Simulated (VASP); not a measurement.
Input of a VASP 6.6.1 run:

The input INCAR:

```
PREC = Accurate
ENCUT = 600
EDIFF = 1E-6
ISMEAR = 0
SIGMA = 0.1
LREAL = False
LASPH = True
NELM = 60
ALGO = Fast
ISIF = 3
LWAVE = False
LCHARG = False
GGA = PE
IBRION = 2
NSW = 90
EDIFFG = -0.04
```

File KPOINTS:

```
regular mesh
0
Gamma
  4 4 6
```

File POSCAR:

```
In4Sb
1.0
    4.3128010528     -5.4159798601      0.0000000000
    4.3128010528      5.4159798601      0.0000000000
    0.0000000000      0.0000000000      3.2837033178
In Sb
4 1
Direct
    0.1802974507      0.1802974507      0.5000000000
    0.8197025493      0.8197025493      0.5000000000
    0.0000000000      0.5000000000      0.0000000000
    0.5000000000      0.0000000000      0.0000000000
    0.5000000000      0.5000000000      0.0000000000
```

Potentials or basis: VASP PAW PBE potentials, release 64 (In_d, Sb).

Command:

```sh
$ cat potpaw_PBE.64/In_d/POTCAR potpaw_PBE.64/Sb/POTCAR > POTCAR
$ mpirun -np 1 vasp_std > vasp.out
```

Task: Predict the space group after relaxing (to 0.1 Å).

Result: Cmmm (No. 65).

Task: What does it give for the relaxed volume?

Result: 30.70 Å³/atom.

Forces in eV/Å, atoms in the order of the input:
```
In  -0.021  0.000  0.000
In   0.021  0.000  0.000
In   0.000  0.000  0.000
In   0.000  0.000  0.000
Sb   0.000  0.000  0.000
```
